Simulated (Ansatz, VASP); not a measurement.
## One calculation of As, two programs

```xyz
2
Lattice="1.8808 1.0859 3.5141 -1.8808 1.0859 3.5141 0.0000 -2.1718 3.5141" Properties=species:S:1:pos:R:3 pbc="T T T"
As    0.0000    0.0000    2.3825
As    0.0000    0.0000    8.1597
```

Alike in both runs: task single point; functional PBEsol; k mesh 9 × 9 × 9; occupations fermi-dirac, width 0.1 eV; no spin polarisation.

|  | VASP | Ansatz |
| --- | --- | --- |
| version | VASP 6.6.1 | Ansatz 0.2.0 |
| potentials or method | VASP PAW PBE potentials, release 64 (As), cutoff 520 eV | all-electron LAPW, inner shells corrected to Dirac's equation |

|  | VASP | Ansatz | Ansatz less VASP |
| --- | --- | --- | --- |
| gap on the k mesh at the Fermi level (eV) | none | none | - |
| pressure (GPa) | 0.7 | 0.3 | -0.41 |
| traceless stress, the component that is largest in VASP (GPa) | -0.60 | -0.47 | +0.129 |
| rms of the force components (eV/Å) | 0.254 | 0.212 | -0.0413 |

VASP's potentials were made for PBE, not for PBEsol. Atom by atom the forces differ by 0.041 eV/Å (rms over components). A gap of «none» marks a metal or a gap that the smearing closes. Ansatz ran all-electron here, and VASP with PAW potentials.
